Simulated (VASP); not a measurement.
# CsCl3 (Pm-3m) in VASP: a series of runs, part 2 of 2

VASP 6.6.1.

### 4 Relaxation of cell and atoms, PBE

INCAR reads:

```
SYSTEM = CsCl3
  PREC = Accurate
  ENCUT = 600
  EDIFF = 1E-7
  ISMEAR = 0
  SIGMA = 0.1
  LREAL = .False.
  LASPH = .True.
  NELM = 60
  ALGO = Normal
  ISIF = 3
  LWAVE = .False.
  LCHARG = .False.
  GGA = PE
  IBRION = 2
  NSW = 100
  EDIFFG = -0.01
```

KPOINTS reads:

```
regular mesh
0
Gamma
  10 10 10
  0 0 0
```

POSCAR reads:

```
CsCl3
1.0
    4.9373688303      0.0000000000      0.0000000000
    0.0000000000      4.9373688303      0.0000000000
    0.0000000000      0.0000000000      4.9373688303
Cs Cl
1 3
Direct
    0.0000000000      0.0000000000      0.0000000000
    0.0000000000      0.5000000000      0.5000000000
    0.5000000000      0.0000000000      0.5000000000
    0.5000000000      0.5000000000      0.0000000000
```

Potentials or basis: VASP PAW PBE potentials, release 64 (Cs_sv, Cl).

Command:

```console
> cat potpaw_PBE.64/Cs_sv/POTCAR potpaw_PBE.64/Cl/POTCAR > POTCAR
> mpirun -np 1 vasp_std > vasp.out
```

OUTCAR:

```text
SYSTEM = CsCl3
   PREC = Accurate
   ENCUT = 600
   EDIFF = 1E-7
   ISMEAR = 0
   LREAL = .False.
   LASPH = .True.
   NELM = 60
   ISIF = 3
   GGA = PE
   IBRION = 2
   NSW = 100
   EDIFFG = -0.01

 ion  position               nearest neighbor table
   1  0.000  0.000  0.000-
   2  0.000  0.500  0.500-
   3  0.500  0.000  0.500-
   4  0.500  0.500  0.000-

  LATTYP: Found a simple cubic cell.
 ALAT       =     4.9373688303

  Lattice vectors:

 A1 = (   4.9373688303,   0.0000000000,   0.0000000000)
 A2 = (   0.0000000000,   4.9373688303,   0.0000000000)
 A3 = (   0.0000000000,   0.0000000000,   4.9373688303)

Analysis of symmetry for initial positions (statically):
=====================================================================
 Subroutine PRICEL returns:
 Original cell was already a primitive cell.

 Routine SETGRP: Setting up the symmetry group for a
 simple cubic supercell.

 Subroutine GETGRP returns: Found 48 space group operations
 (whereof 48 operations were pure point group operations)
 out of a pool of 48 trial point group operations.

The static configuration has the point symmetry O_h .

Analysis of symmetry for dynamics (positions and initial velocities):
=====================================================================
 Subroutine PRICEL returns:
 Original cell was already a primitive cell.

 Routine SETGRP: Setting up the symmetry group for a
 simple cubic supercell.

 Subroutine GETGRP returns: Found 48 space group operations
 (whereof 48 operations were pure point group operations)
 out of a pool of 48 trial point group operations.

The dynamic configuration has the point symmetry O_h .

 Subroutine INISYM returns: Found 48 space group operations
 (whereof 48 operations are pure point group operations),
 and found     1 'primitive' translations

[... 123 lines left out ...]
   GGA     = PE    functional components
   LHFCALC =     F    Hartree Fock is set to
   AEXX    =    0.0000 exact exchange contribution
   IVDW    =     0    specifies the selected vdW correction
   LEPSILON=     F    determine dielectric tensor
   LRPA    =     F    only Hartree local field effects (RPA)
 conjugate gradient relaxation of ions
 non-spin polarized calculation
 Gauss-broadening in eV      SIGMA  =   0.10
  energy-cutoff  :      600.00
  volume of cell :      120.36
 maximum number of plane-waves:      4036
 NGX is ok and might be reduce to    40
   NGX = 19   NGY = 19   NGZ = 19

--------------------------------------- Ionic step        1  -------------------------------------------

 number of electron      29.9999990 magnetization

 Free energy of the ion-electron system (eV)
  ---------------------------------------------------
  ext. energy  EPLUGINS =         0.00000000
  ---------------------------------------------------
  free energy    TOTEN  =        -8.45482575 eV

  energy without entropy =       -8.39099369  energy(sigma->0) =       -8.42290972

------------------------ aborting loop because EDIFF is reached ----------------------------------------

  FORCE on cell =-STRESS in cart. coord.  units (eV):
  Direction    XX          YY          ZZ          XY          YZ          ZX
  --------------------------------------------------------------------------------------
  -------------------------------------------------------------------------------------
  Total        0.5332906      0.5332906      0.5332906     -0.0000000      0.0000000     -0.0000000
  in kB        7.0988461      7.0988461      7.0988461     -0.0000000      0.0000000     -0.0000000
  external PRESSURE =       7.0988461 kB  Pullay stress =       0.0000000 kB
[... 101 lines left out ...]
--------------------------------------- Ionic step        4  -------------------------------------------

 number of electron      29.9999996 magnetization

 Free energy of the ion-electron system (eV)
  ---------------------------------------------------
  ext. energy  EPLUGINS =         0.00000000
  ---------------------------------------------------
  free energy    TOTEN  =        -8.46694913 eV

  energy without entropy =       -8.39735837  energy(sigma->0) =       -8.43215375

 E-fermi :  -0.8931     XC(G=0):  -8.2303

 val. band max:       -0.8982699900   @ k =   0.3000   0.1000   0.1000
 cond. band min:      -0.8927967523   @ k =   0.5000   0.3000   0.2000
 fundamental gap:      0.0054732376
 Fermi energy:        -0.8930856471

 k-point     1 :       0.0000    0.0000    0.0000
  band No.  band energies     occupation
      1     -19.3136      2.00000
      2     -14.0751      2.00000
      3     -13.4742      2.00000
      4     -13.4742      2.00000
      5      -6.2621      2.00000
      6      -6.2621      2.00000
[... 505 lines left out ...]
      6      -6.2202      2.00000
[... 11 lines left out ...]
     18       6.7767      0.00000
     19       7.2282      0.00000

 [... further k-points ...]

------------------------ aborting loop because EDIFF is reached ----------------------------------------

  FORCE on cell =-STRESS in cart. coord.  units (eV):
  Direction    XX          YY          ZZ          XY          YZ          ZX
  --------------------------------------------------------------------------------------
  -------------------------------------------------------------------------------------
  Total       -0.0023380     -0.0023380     -0.0023380      0.0000000      0.0000000     -0.0000000
  in kB       -0.0296926     -0.0296926     -0.0296926      0.0000000      0.0000000     -0.0000000
  external PRESSURE =      -0.0296926 kB  Pullay stress =       0.0000000 kB
[... 19 lines left out ...]
  FREE ENERGIE OF THE ION-ELECTRON SYSTEM (eV)
  ---------------------------------------------------
  free  energy   TOTEN  =        -8.4669491322 eV

  energy  without entropy=       -8.3973583728  energy(sigma->0) =       -8.43215375

 reached required accuracy - stopping structural energy minimisation
```

OSZICAR:

```text
N       E                     dE             d eps       ncg     rms          rms(c)
DAV:   1     0.220475658426E+03    0.22048E+03   -0.14418E+04  2128   0.153E+03
DAV:   2     0.790601088629E+01   -0.21257E+03   -0.20906E+03  3137   0.243E+02
DAV:   3    -0.830376774814E+01   -0.16210E+02   -0.16057E+02  2445   0.791E+01
[... 37 lines left out ...]
DAV:   3    -0.846694311134E+01    0.43013E-03   -0.14820E-03  2158   0.195E-01    0.577E-02
DAV:   4    -0.846694496523E+01   -0.18539E-05   -0.42446E-05  2405   0.415E-02    0.172E-02
DAV:   5    -0.846694825200E+01   -0.32868E-05   -0.94808E-06  2287   0.177E-02    0.635E-03
DAV:   6    -0.846694908744E+01   -0.83544E-06   -0.65155E-07  1976   0.506E-03    0.124E-03
DAV:   7    -0.846694913222E+01   -0.44779E-07   -0.28208E-08  1271   0.123E-03
   4 F= -.84669491E+01 E0= -.84321538E+01  d E =-.121234E-01
```

Wall time 3 min (1 thread of Intel Xeon 6975P-C (Granite Rapids), shared host); peak memory 0.33 GiB.

What came out:

```yaml
Free_energy: -8.4669 eV
Relaxed_volume: 31.54 Å³/atom
Relaxed_cell: a = 5.015 Å, b = 5.015 Å, c = 5.015 Å, α = 90.00°, β = 90.00°, γ = 90.00°
Space_group_after_relaxing_to_0.1_Å: Pm-3m (No. 221)
Energy_gained_by_relaxing: 3.0 meV/atom
Ionic_steps: 4
Pressure_after_relaxing: 0.0 GPa
Band_gap_on_the_k_mesh: zero (bands 15 and 16 overlap by 0.31 eV)
```

Step by step:
| step | energy change (eV) | largest force (eV/Å) | pressure (GPa) | volume (Å³) |
| --- | --- | --- | --- | --- |
| 1 | 0.0000 | 0.0000 | 0.71 | 120.36 |
| 2 | -0.0080 | 0.0000 | 0.40 | 122.70 |
| 3 | -0.0120 | 0.0000 | -0.05 | 126.65 |
| 4 | -0.0121 | 0.0000 | 0.00 | 126.16 |

Final structure:
```cif
data_structure
_symmetry_space_group_name_H-M 'P 1'
_symmetry_Int_Tables_number 1
_cell_length_a 5.0154
_cell_length_b 5.0154
_cell_length_c 5.0154
_cell_angle_alpha 90.000
_cell_angle_beta 90.000
_cell_angle_gamma 90.000
_cell_volume 126.16
loop_
_atom_site_label
_atom_site_type_symbol
_atom_site_fract_x
_atom_site_fract_y
_atom_site_fract_z
_atom_site_occupancy
Cs1 Cs 0.00000 0.00000 0.00000 1
Cl1 Cl 0.00000 0.50000 0.50000 1
Cl2 Cl 0.50000 0.00000 0.50000 1
Cl3 Cl 0.50000 0.50000 0.00000 1
```

Levels at points of the mesh, in eV from the Fermi level:
```csv
k point,band 13,band 14,band 15,band 16,band 17,band 18
"(0.00, 0.00, 0.00)",-0.62,0.17,0.17,0.17,6.64,6.64
"(0.50, 0.00, 0.00)",-0.69,-0.69,-0.14,-0.14,8.07,8.08
"(0.50, 0.50, 0.00)",-0.64,-0.64,0.02,0.08,8.73,8.96
"(0.50, 0.50, 0.50)",0.04,0.04,0.09,0.09,7.84,7.84
```

Caveat: spin-orbit coupling is left out, which moves the levels of the heavy elements.

### 5 Summary

| task | cell | k mesh | cutoff (eV) | gap on the mesh (eV) | pressure (GPa) |
| --- | --- | --- | --- | --- | --- |
| single point | a = 4.937 Å, 4 atoms | 4 × 4 × 4 | 520 | none | 0.6 |
| single point | a = 5.007 Å, 4 atoms | 10 × 10 × 10 | 520 | none | 0.0 |
| relaxation of cell and atoms | relaxed from a = 4.937 Å, 4 atoms | 10 × 10 × 10 | 600 | none | 0.0 |

Alike in all rows: level PBE; potentials or basis VASP PAW PBE potentials, release 64 (Cs_sv, Cl); no spin polarisation; smearing gaussian 0.1 eV.

Caveats: spin-orbit coupling is left out, which moves the levels of the heavy elements.

Total energies depend on the potentials used, so only differences within one code and one set of settings carry meaning.
